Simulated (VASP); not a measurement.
Wanted: the native input for a VASP 6.6.1 run.

```
Task                   : single point
Functional             : PBE
Potentials or basis    : VASP PAW PBE potentials, release 64 (Cu, V_sv, Se)
Cutoff                 : 520 eV
k mesh                 : 12 × 12 × 12
Occupations            : gaussian, width 0.1 eV
Spin                   : no spin polarisation
Dipole correction      : no
Further INCAR settings : ALGO = Normal; EDIFF = 1e-06; NBANDS = 26
```

The structure of VCuSe2 lies in POSCAR:

```
VCuSe2
1.0
    1.6804889538      0.9702307499      6.8279660772
   -1.6804889538      0.9702307499      6.8279660772
    0.0000000000     -1.9404614997      6.8279660772
Cu V Se
1 1 2
Direct
    0.0000000000      0.0000000000      0.0000000000
    0.5000000000      0.5000000000      0.5000000000
    0.2463294808      0.2463294808      0.2463294808
    0.7536705192      0.7536705192      0.7536705192
```

One way to write it, as run:

INCAR

```
SYSTEM = VCuSe2
ALGO     = Normal         ! electronic algorithm
EDIFF    = 1E-6           ! SCF threshold, eV
ENCUT    = 520            ! plane-wave cutoff, eV
GGA      = PE             ! functional
ISIF     = 2              ! what is computed and relaxed
ISMEAR   = 0              ! smearing method
LASPH    = .TRUE.         ! aspherical terms in the spheres
LCHARG   = .FALSE.        ! write CHGCAR
LREAL    = .FALSE.        ! projectors in reciprocal space
LWAVE    = .FALSE.        ! write WAVECAR
NBANDS   = 26             ! bands
NELM     = 60             ! most SCF steps
PREC     = Accurate       ! precision mode
SIGMA    = 0.1            ! smearing width, eV
```

KPOINTS

```
k-points
0
G
  12 12 12
  0 0 0
```

Potentials or basis: VASP PAW PBE potentials, release 64 (Cu, V_sv, Se).

Command:

```console
$ cat potpaw_PBE.64/Cu/POTCAR potpaw_PBE.64/V_sv/POTCAR potpaw_PBE.64/Se/POTCAR > POTCAR
$ mpirun -np 1 vasp_std > vasp.out
```

Results of the run:

```json
{"Pressure": "0.2 GPa", "Band gap on the k mesh": "zero (bands 18 and 19 overlap by 0.19 eV)"}
```

Caveat: the run has no spin polarisation, though such a crystal can be magnetic.

Wall time 43 min on 1 thread of AMD EPYC 7R43 64-Core Processor (Zen 3), with other jobs on the host, peak memory 0.59 GiB.
